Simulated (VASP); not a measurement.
Set up this calculation in VASP 6.6.1, as the native input.

```yaml
Task: single point
Functional: PBE
Potentials_or_basis: VASP PAW PBE potentials, release 64 (Ir)
Cutoff: 520 eV
k_mesh: 22 × 22 × 22
Occupations: gaussian, width 0.15 eV
Spin: no spin polarisation
Dipole_correction: no
Further_INCAR_settings: ALGO = Fast; EDIFF = 1e-07; NBANDS = 10
```

The structure of Ir lies in POSCAR:

```
Ir
1.0
    0.0000000000      2.1346366522      1.4886956013
    2.1346366522      0.0000000000      1.4886956013
    2.1346366522      2.1346366522      0.0000000000
Ir
1
Direct
    0.0000000000      0.0000000000      0.0000000000
```

The input as run:

INCAR

```
SYSTEM = Ir
ALGO = Fast
EDIFF = 1E-7
ENCUT = 520
GGA = PE
ISIF = 2
ISMEAR = 0
LASPH = .TRUE.
LCHARG = .FALSE.
LREAL = .FALSE.
LWAVE = .FALSE.
NBANDS = 10
NELM = 100
PREC = Accurate
SIGMA = 0.15
```

KPOINTS

```
k-points
0
G
  22 22 22
  0 0 0
```

Potentials or basis: VASP PAW PBE potentials, release 64 (Ir).

Run with:

```bash
$ cat potpaw_PBE.64/Ir/POTCAR > POTCAR
$ mpirun -np 1 vasp_std > vasp.out
```

Results of the run:

The pressure is 42.2 GPa and the band gap on the k mesh is zero (an odd number of electrons rules out a gap without spin polarisation).

Caveat: the cell stands under pressure; spin-orbit coupling is left out, which moves the levels of the heavy elements.

Run time: 77 s on 1 thread of Intel(R) Xeon(R) 6975P-C (Granite Rapids), with other jobs on the host, peak memory 0.24 GiB.
